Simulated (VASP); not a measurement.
# Ta2SiO3 (P-62m) in VASP: a series of runs

Ta2SiO3 is run at these levels: PBE; tasks: relaxation of cell and atoms.

All numbers are computed with VASP 6.6.1; they aren't measurements. Logs are shortened: lines on timing, memory, paths and dates and some standing lists are left out, and cuts for length are marked.

## (1) The cell of the first run

The structure is hexagonal, space group P-62m (No. 189). The conventional cell has a = 5.188 Å, b = 5.188 Å, c = 3.757 Å, α = 90.00°, β = 90.00°, γ = 120.00°. Ta (site symmetry -6) has 6 O at 2.44 Å and 3 Ta at 3.00 Å within 3.2 Å. Within 2.8 Å of Si (site symmetry -62m) lie 3 O at 2.14 Å. Within 2.8 Å of O (site symmetry m2m) lie 1 Si at 2.14 Å and 4 Ta at 2.44 Å and 4 O at 2.71 Å.

## (2) Relaxation of cell and atoms, PBE

Contents of INCAR:

```
SYSTEM = Ta2SiO3
  ALGO = Normal
  EDIFF = 1E-7
  EDIFFG = -0.04
  ENCUT = 600
  GGA = PE
  IBRION = 2
  ISIF = 3
  ISMEAR = 0
  LASPH = .True.
  LCHARG = .False.
  LREAL = .False.
  LWAVE = .False.
  NELM = 100
  NSW = 90
  PREC = Accurate
  SIGMA = 0.1
```

Contents of KPOINTS:

```
k-points
0
Gamma
  6 6 4
  0 0 0
```

Contents of POSCAR:

```
Ta2SiO3
1.0
    5.1879465000      0.0000000000      0.0000000000
   -2.5939732500      4.4928934600      0.0000000000
    0.0000000000      0.0000000000      3.7566875100
Ta Si O
2 1 3
Direct
    0.3333333300      0.6666666700      0.5000000000
    0.6666666700      0.3333333300      0.5000000000
    0.0000000000      0.0000000000      0.0000000000
    0.5868512700      0.0000000000      0.0000000000
    0.0000000000      0.5868512700      0.0000000000
    0.4131487300      0.4131487300      0.0000000000
```

Potentials or basis: VASP PAW PBE potentials, release 64 (Ta_pv, Si, O).

Started as:

```sh
> cat potpaw_PBE.64/Ta_pv/POTCAR potpaw_PBE.64/Si/POTCAR potpaw_PBE.64/O/POTCAR > POTCAR
> mpirun -np 1 vasp_std > vasp.out
```

OUTCAR:

```text
SYSTEM = Ta2SiO3
   EDIFF = 1E-7
   EDIFFG = -0.04
   ENCUT = 600
   GGA = PE
   IBRION = 2
   ISIF = 3
   ISMEAR = 0
   LASPH = .True.
   LREAL = .False.
   NELM = 100
   NSW = 90
   PREC = Accurate

 ion  position               nearest neighbor table
   1  0.333  0.667  0.500-   5 2.44   5 2.44   4 2.44   4 2.44   6 2.44   6 2.44   2 3.00   2 3.00
                             2 3.00
   2  0.667  0.333  0.500-   4 2.44   4 2.44   5 2.44   5 2.44   6 2.44   6 2.44   1 3.00   1 3.00
                             1 3.00
   3  0.000  0.000  0.000-   5 2.14   6 2.14   4 2.14
   4  0.587  0.000  0.000-   3 2.14   2 2.44   2 2.44   1 2.44   1 2.44
   5  0.000  0.587  0.000-   3 2.14   1 2.44   1 2.44   2 2.44   2 2.44
   6  0.413  0.413  0.000-   3 2.14   1 2.44   1 2.44   2 2.44   2 2.44

  LATTYP: Found a hexagonal cell.
 ALAT       =     5.1879465000
 C/A-ratio  =     0.7241183983

  Lattice vectors:

 A1 = (   5.1879465000,   0.0000000000,   0.0000000000)
 A2 = (  -2.5939732500,   4.4928934600,   0.0000000000)
 A3 = (   0.0000000000,   0.0000000000,   3.7566875100)

Analysis of symmetry for initial positions (statically):
=====================================================================
 Subroutine PRICEL returns:
 Original cell was already a primitive cell.

 Routine SETGRP: Setting up the symmetry group for a
 hexagonal supercell.

 Subroutine GETGRP returns: Found 12 space group operations
 (whereof 12 operations were pure point group operations)
 out of a pool of 24 trial point group operations.

The static configuration has the point symmetry D_3h.

Analysis of symmetry for dynamics (positions and initial velocities):
=====================================================================
 Subroutine PRICEL returns:
 Original cell was already a primitive cell.

 Routine SETGRP: Setting up the symmetry group for a
 hexagonal supercell.

 Subroutine GETGRP returns: Found 12 space group operations
 (whereof 12 operations were pure point group operations)
 out of a pool of 24 trial point group operations.

The dynamic configuration has the point symmetry D_3h.

 Subroutine INISYM returns: Found 12 space group operations
 (whereof 12 operations are pure point group operations),
 and found     1 'primitive' translations

----------------------------------------------------------------------------------------

                                     Primitive cell

  volume of cell :      87.5642

  direct lattice vectors                    reciprocal lattice vectors
     5.187946500  0.000000000  0.000000000     0.192754494  0.111286859  0.000000000
    -2.593973250  4.492893460  0.000000000     0.000000000  0.222573718  0.000000000
     0.000000000  0.000000000  3.756687510     0.000000000  0.000000000  0.266191957

  length of vectors
     5.187946500  5.187946498  3.756687510     0.222573717  0.222573718  0.266191957

  position of ions in fractional coordinates (direct lattice)
     0.333333330  0.666666670  0.500000000
     0.666666670  0.333333330  0.500000000
     0.000000000  0.000000000  0.000000000
     0.586851270  0.000000000  0.000000000
     0.000000000  0.586851270  0.000000000
     0.413148730  0.413148730  0.000000000

  ion indices of the primitive-cell ions
   primitive index   ion index
                 1           1
                 2           2
                 3           3
                 4           4
                 5           5
                 6           6

----------------------------------------------------------------------------------------

 KPOINTS: k-points

Automatic generation of k-mesh.
 Grid dimensions read from file:
 generate k-points for:    6    6    4

 Generating k-lattice:

  Cartesian coordinates                     Fractional coordinates (reciprocal lattice)
     0.032125749  0.018547810  0.000000000     0.166666667  0.000000000  0.000000000
     0.000000000  0.037095620  0.000000000     0.000000000  0.166666667  0.000000000
     0.000000000  0.000000000  0.066547989     0.000000000  0.000000000  0.250000000

  Length of vectors
     0.037095620  0.037095620  0.066547989

  Shift w.r.t. Gamma in fractional coordinates (k-lattice)
     0.000000000  0.000000000  0.000000000

 Subroutine IBZKPT returns following result:
 ===========================================

 Found     21 irreducible k-points:

 Following reciprocal coordinates:
            Coordinates               Weight
  0.000000  0.000000  0.000000      1.000000
  0.166667  0.000000  0.000000      6.000000
  0.333333  0.000000  0.000000      6.000000
  0.500000  0.000000  0.000000      3.000000
  0.166667  0.166667  0.000000      6.000000
  0.333333  0.166667  0.000000     12.000000
[... 13 lines left out ...]
  0.333333  0.166667  0.500000     12.000000
  0.333333  0.333333  0.500000      2.000000
   k-points           NKPTS =     21   k-points in BZ     NKDIM =     21   number of bands    NBANDS=     26
   number of dos      NEDOS =    301   number of ions     NIONS =      6
   total plane-waves  NPLWV =  52920
   dimension x,y,z NGX =    42 NGY =   42 NGZ =   30
   dimension x,y,z NGXF=    84 NGYF=   84 NGZF=   60
   ions per type =               2   1   3
   NGX,Y,Z   is equivalent  to a cutoff of  13.46, 13.46, 13.28 a.u.
   NGXF,Y,Z  is equivalent  to a cutoff of  26.92, 26.92, 26.55 a.u.
 SYSTEM =  Ta2SiO3
   PREC   = accura    normal or accurate (medium, high low for compatibility)
   ISTART =      0    job   : 0-new  1-cont  2-samecut
   ICHARG =      2    charge: 1-file 2-atom 10-const
   ISPIN  =      1    spin polarized calculation?
   LNONCOLLINEAR =      F non collinear calculations
   LSORBIT =      F    spin-orbit coupling
   LASPH  =      T    aspherical Exc in radial PAW
   ENCUT  =  600.0 eV  44.10 Ry    6.64 a.u.  10.36 10.36  7.50*2*pi/ulx,y,z
   NELM   =    100;   NELMIN=  2; NELMDL= -5     # of ELM steps
   EDIFF  = 0.1E-06   stopping-criterion for ELM
   LREAL  =      F    real-space projection
   EDIFFG = -.4E-01   stopping-criterion for IOM
   NSW    =     90    number of steps for IOM
   IBRION =      2    ionic relax: 0-MD 1-quasi-New 2-CG
   NFREE  =      1    steps in history (QN), initial steepest desc. (CG)
   ISIF   =      3    stress and relaxation
   ISYM   =      2    0-nonsym 1-usesym 2-fastsym
   POTIM  = 0.5000    time-step for ionic-motion
   TEBEG  =    0.0;   TEEND  =   0.0 temperature during run
   PSTRESS=    0.0 pullay stress
   NELECT =      44.0000    total number of electrons
   NUPDOWN=      -1.0000    fix difference up-down
   EMIN   =  10.00;   EMAX   =-10.00  energy-range for DOS
   EFERMI =   0.00;   METHOD = LEGACY
   ISMEAR =     0;   SIGMA  =   0.10  broadening in eV -4-tet -1-fermi 0-gaus
   EFERMI_NEDOS =   21; number of points for ismear=-14 and -15
   IALGO  =     38    algorithm
   IMIX   =      4    mixing-type and parameters
     AMIX     =   0.40;   BMIX     =  1.00
     AMIX_MAG =   1.60;   BMIX_MAG =  1.00
  volume/ion in A,a.u.               =      14.59        98.49
  Fermi-wavevector in a.u.,A,eV,Ry     =   1.301518  2.459512 23.047575  1.693949
  Thomas-Fermi vector in A             =   2.432646
   LORBIT       =      0    0 simple, 1 ext, 2 COOP (PROOUT), +10 PAW based schemes
   GGA     = PE    functional components
   LHFCALC =     F    Hartree Fock is set to
   AEXX    =    0.0000 exact exchange contribution
   IVDW    =     0    specifies the selected vdW correction
   LEPSILON=     F    determine dielectric tensor
   LRPA    =     F    only Hartree local field effects (RPA)
 conjugate gradient relaxation of ions
 non-spin polarized calculation
 Gauss-broadening in eV      SIGMA  =   0.10
  energy-cutoff  :      600.00
  volume of cell :       87.56
 maximum number of plane-waves:      2961
 NGX is ok and might be reduce to    42
   NGX = 21   NGY = 21   NGZ = 15

--------------------------------------- Ionic step        1  -------------------------------------------

 number of electron      43.9999995 magnetization

 Free energy of the ion-electron system (eV)
  ---------------------------------------------------
  ext. energy  EPLUGINS =         0.00000000
  ---------------------------------------------------
  free energy    TOTEN  =       -48.74442927 eV

  energy without entropy =      -48.74404983  energy(sigma->0) =      -48.74423955

------------------------ aborting loop because EDIFF is reached ----------------------------------------

  FORCE on cell =-STRESS in cart. coord.  units (eV):
  Direction    XX          YY          ZZ          XY          YZ          ZX
  --------------------------------------------------------------------------------------
  -------------------------------------------------------------------------------------
  Total      -11.3712673    -11.3712673    -23.8782115      0.0000000      0.0000000      0.0000000
  in kB     -208.0620015   -208.0620013   -436.9036735      0.0000000      0.0000000      0.0000000
  external PRESSURE =    -284.3425588 kB  Pullay stress =       0.0000000 kB
[... 25 lines left out ...]
  energy  without entropy=      -48.7440498341  energy(sigma->0) =      -48.74423955

--------------------------------------- Ionic step        2  -------------------------------------------

 number of electron      44.0000007 magnetization

 E-fermi :  10.6388     XC(G=0): -13.2096

 val. band max:       10.2054819822   @ k =   0.3333   0.0000   0.0000
 cond. band min:      11.1245789388   @ k =   0.1667   0.1667   0.0000
 fundamental gap:      0.9190969566
 Fermi energy:        10.6388303854

 k-point     1 :       0.0000    0.0000    0.0000
  band No.  band energies     occupation
      1     -25.9405      2.00000
      2     -25.9405      2.00000
      3     -25.6173      2.00000
      4     -25.3145      2.00000
      5     -24.9322      2.00000
      6     -24.9322      2.00000
[... 671 lines left out ...]
  FREE ENERGIE OF THE ION-ELECTRON SYSTEM (eV)
  ---------------------------------------------------
  free  energy   TOTEN  =       -51.0265924068 eV

  energy  without entropy=      -51.0265923819  energy(sigma->0) =      -51.02659239

[... ionic steps 4 to 9 ...]

--------------------------------------- Ionic step       10  -------------------------------------------

 number of electron      43.9999998 magnetization

------------------------ aborting loop because EDIFF is reached ----------------------------------------

  FORCE on cell =-STRESS in cart. coord.  units (eV):
  Direction    XX          YY          ZZ          XY          YZ          ZX
  --------------------------------------------------------------------------------------
  -------------------------------------------------------------------------------------
  Total       -0.1431211     -0.1431211     -0.1580201      0.0000000      0.0000000      0.0000000
  in kB       -3.2417583     -3.2417583     -3.5792261      0.0000000      0.0000000      0.0000000
  external PRESSURE =      -3.3542476 kB  Pullay stress =       0.0000000 kB
[... 65 lines left out ...]
  energy  without entropy=      -51.1335977415  energy(sigma->0) =      -51.13359777

--------------------------------------- Ionic step       12  -------------------------------------------

 number of electron      43.9999998 magnetization

 Free energy of the ion-electron system (eV)
  ---------------------------------------------------
  ext. energy  EPLUGINS =         0.00000000
  ---------------------------------------------------
  free energy    TOTEN  =       -51.13433745 eV

  energy without entropy =      -51.13433741  energy(sigma->0) =      -51.13433743

 E-fermi :   8.2857     XC(G=0): -12.1989

 val. band max:        7.9391993248   @ k =   0.1667   0.0000   0.0000
 cond. band min:       8.6300848417   @ k =   0.1667   0.0000   0.0000
 fundamental gap:      0.6908855169
 Fermi energy:         8.2856875059

 k-point     1 :       0.0000    0.0000    0.0000
  band No.  band energies     occupation
      1     -28.0530      2.00000
      2     -28.0500      2.00000
      3     -28.0500      2.00000
      4     -27.9114      2.00000
      5     -27.5254      2.00000
      6     -27.5254      2.00000
[... 631 lines left out ...]
  FREE ENERGIE OF THE ION-ELECTRON SYSTEM (eV)
  ---------------------------------------------------
  free  energy   TOTEN  =       -51.1343374492 eV

  energy  without entropy=      -51.1343374119  energy(sigma->0) =      -51.13433743

 reached required accuracy - stopping structural energy minimisation
```

It took 5.3 min on 1 thread of Intel Xeon Platinum 8488C (Sapphire Rapids), shared host; peak memory 0.25 GiB.

Results:

- Free energy: -51.1343 eV
- Relaxed volume: 11.76 Å³/atom
- Relaxed cell: a = 5.022 Å, b = 5.022 Å, c = 3.229 Å, α = 90.00°, β = 90.00°, γ = 120.00°
- Space group after relaxing (to 0.05 Å): P-62m (No. 189)
- Energy gained by relaxing: 398.3 meV/atom
- Ionic steps: 12
- Pressure after relaxing: 0.1 GPa
- Largest force after relaxing: 0.008 eV/Å
- Band gap on the k mesh: 0.69 eV, direct

Forces in eV/Å, atoms in the order of the input:
```
Ta   0.000  0.000  0.000
Ta   0.000  0.000  0.000
Si   0.000  0.000  0.000
O    0.008  0.000  0.000
O   -0.004  0.007  0.000
O   -0.004 -0.007  0.000
```

Stress tensor (GPa, compression positive):
```
 0.24  0.00  0.00
 0.00  0.24  0.00
 0.00  0.00 -0.20
```

Step by step:
| step | energy change (eV) | largest force (eV/Å) | pressure (GPa) | volume (Å³) |
| --- | --- | --- | --- | --- |
| 1 | 0.0000 | 0.3069 | -28.43 | 87.56 |
| 2 | -0.4085 | 0.6206 | 61.50 | 58.41 |
| 3 | -2.2822 | 0.1489 | 0.59 | 70.08 |
| 4 | -2.2851 | 0.1526 | 1.79 | 69.70 |
| 5 | -2.2851 | 0.1563 | 2.87 | 69.37 |
| 6 | -2.3800 | 0.0946 | 1.16 | 70.17 |
| 7 | -2.3873 | 0.0882 | 0.52 | 70.49 |
| 8 | -2.3873 | 0.0886 | 0.54 | 70.46 |
| 9 | -2.3881 | 0.0597 | -0.72 | 70.86 |
| 10 | -2.3882 | 0.0685 | -0.34 | 70.73 |
| 11 | -2.3892 | 0.0485 | -0.19 | 70.67 |
| 12 | -2.3899 | 0.0082 | 0.09 | 70.53 |

Final structure:
```xyz
6
Lattice="5.0224 0.0000 0.0000 -2.5112 4.3496 0.0000 0.0000 0.0000 3.2286" Properties=species:S:1:pos:R:3 pbc="T T T"
Ta    0.0000    2.8997    1.6143
Ta    2.5112    1.4499    1.6143
Si    0.0000    0.0000    0.0000
O     2.9832    0.0000    0.0000
O    -1.4916    2.5835    0.0000
O     1.0196    1.7660    3.2286
```

Levels at points of the mesh, in eV from the valence-band top:
| k point | band 19 | band 20 | band 21 | band 22 | band 23 | band 24 | band 25 | band 26 |
| --- | --- | --- | --- | --- | --- | --- | --- | --- |
| (0.00, 0.00, 0.00) | -3.96 | -2.23 | 0.00 | 0.00 | 0.93 | 0.93 | 0.94 | 0.94 |
| (0.50, 0.00, 0.00) | -3.04 | -2.94 | -1.19 | -0.14 | 1.41 | 1.66 | 1.77 | 2.45 |
| (0.00, 0.00, 0.50) | -2.23 | -1.41 | -1.21 | -1.21 | 0.93 | 2.13 | 2.13 | 2.33 |
| (0.50, 0.00, 0.50) | -3.75 | -1.03 | -0.97 | -0.12 | 1.03 | 2.06 | 2.09 | 2.57 |

Caveat: the volume moved by over 15 % at a fixed basis, so the end points are rough; spin-orbit coupling is left out, which moves the levels of the heavy elements. A k mesh can miss the band edges.

## (3) Relaxation of cell and atoms, PBE

This run uses another cell than the first one, of 11.75 Å³/atom, 0.805 times its volume.

Contents of INCAR:

```
SYSTEM = Ta2SiO3
PREC = Accurate ; ENCUT = 600
EDIFF = 1E-6 ; ISMEAR = 0
SIGMA = 0.1 ; LREAL = .FALSE.
LASPH = .TRUE. ; NELM = 60
ALGO = Normal ; ISIF = 3
LWAVE = .FALSE. ; LCHARG = .FALSE.
GGA = PE ; IBRION = 2
NSW = 90 ; EDIFFG = -0.04
```

Contents of KPOINTS:

```
regular mesh
0
G
  6 6 6
  0 0 0
```

Contents of POSCAR:

```
Ta2SiO3
1.0
    5.0301887434      0.0000000000      0.0000000000
   -2.5150943717      4.3562712376      0.0000000000
    0.0000000000      0.0000000000      3.2179533031
Ta Si O
2 1 3
Direct
    0.3333333333      0.6666666667      0.5000000000
    0.6666666667      0.3333333333      0.5000000000
    0.0000000000      0.0000000000      0.0000000000
    0.5936560497      0.0000000000      0.0000000000
    0.0000000000      0.5936560497      0.0000000000
    0.4063439503      0.4063439503      0.0000000000
```

Potentials or basis: VASP PAW PBE potentials, release 64 (Ta_pv, Si, O).

Started as:

```sh
> cat potpaw_PBE.64/Ta_pv/POTCAR potpaw_PBE.64/Si/POTCAR potpaw_PBE.64/O/POTCAR > POTCAR
> mpirun -np 1 vasp_std > vasp.out
```

Run time: 66 s. Hardware: 1 thread of Intel Xeon Platinum 8488C (Sapphire Rapids), shared host; peak memory 0.25 GiB.

Results (log left out):

- Free energy: -51.1045 eV
- Relaxed volume: 11.79 Å³/atom
- Relaxed cell: a = 5.031 Å, b = 5.031 Å, c = 3.227 Å, α = 90.00°, β = 90.00°, γ = 120.00°
- Space group after relaxing (to 0.05 Å): P-62m (No. 189)
- Energy gained by relaxing: 0.0 meV/atom
- Ionic steps: 2
- Pressure after relaxing: -0.4 GPa
- Largest force after relaxing: 0.004 eV/Å
- Band gap on the k mesh: 0.68 eV, direct

Forces on the atoms (eV/Å):
```
Ta   0.000  0.000  0.000
Ta   0.000  0.000  0.000
Si   0.000  0.000  0.000
O   -0.004  0.000  0.000
O    0.002 -0.003  0.000
O    0.002  0.003  0.000
```

Stress tensor (GPa, compression positive):
```
-0.48  0.00  0.00
 0.00 -0.48  0.00
 0.00  0.00 -0.33
```

Step by step:
```tsv
step	energy change (eV)	largest force (eV/Å)	pressure (GPa)	volume (Å³)
1	0.0000	0.0041	0.30	70.51
2	-0.0002	0.0036	-0.43	70.74
```

Final structure:
```xyz
6
Lattice="5.0313 0.0000 0.0000 -2.5156 4.3572 0.0000 0.0000 0.0000 3.2267" Properties=species:S:1:pos:R:3 pbc="T T T"
Ta    0.0000    2.9048    1.6133
Ta    2.5156    1.4524    1.6133
Si    2.5156    4.3572    0.0000
O     2.9870    0.0000    0.0000
O    -1.4935    2.5869    0.0000
O     1.0221    1.7704    0.0000
```

Levels at points of the mesh, in eV from the valence-band top:
```tsv
k point	band 18	band 19	band 20	band 21	band 22	band 23	band 24	band 25	band 26
(0.00, 0.00, 0.00)	-5.15	-3.96	-2.24	-0.01	-0.01	0.92	0.92	0.94	0.94
(0.50, 0.00, 0.00)	-5.34	-3.05	-2.94	-1.19	-0.13	1.39	1.65	1.75	2.54
(0.00, 0.00, 0.50)	-5.33	-2.22	-1.43	-1.21	-1.21	0.93	2.12	2.12	2.33
(0.50, 0.00, 0.50)	-5.57	-3.74	-1.02	-0.99	-0.11	1.03	2.04	2.07	2.56
```

Caveat: spin-orbit coupling is left out, which moves the levels of the heavy elements.
